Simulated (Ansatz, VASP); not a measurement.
**One calculation of Ru, two programs**

```
Ru
1.0
    -1.50975    1.50975    1.50975
     1.50975   -1.50975    1.50975
     1.50975    1.50975   -1.50975
Ru
1
Direct
  0.00000 0.00000 0.00000
```

Alike in both runs: task single point; functional PBEsol; k mesh 16 × 16 × 16; occupations fermi-dirac, width 0.1 eV; no spin polarisation.

```csv
,VASP,Ansatz
version,VASP 6.6.1,Ansatz 0.2.0
potentials or method,"VASP PAW PBE potentials, release 64 (Ru_pv), cutoff 520 eV","plane waves (420 eV) with PAW, scalar-relativistic"
valence electrons in the cell,14,16
```

|  | VASP | Ansatz | Ansatz less VASP |
| --- | --- | --- | --- |
| pressure (GPa) | 0.1 | 0.1 | +0.07 |

VASP's potentials were made for PBE, not for PBEsol, and Ansatz warns of the same on its side. With one functional, cell and mesh, what is left measures potentials, basis and numerics. VASP's potentials hold 14 valence electrons a cell and Ansatz's 16, so a difference there can come from the potentials and not from the codes.
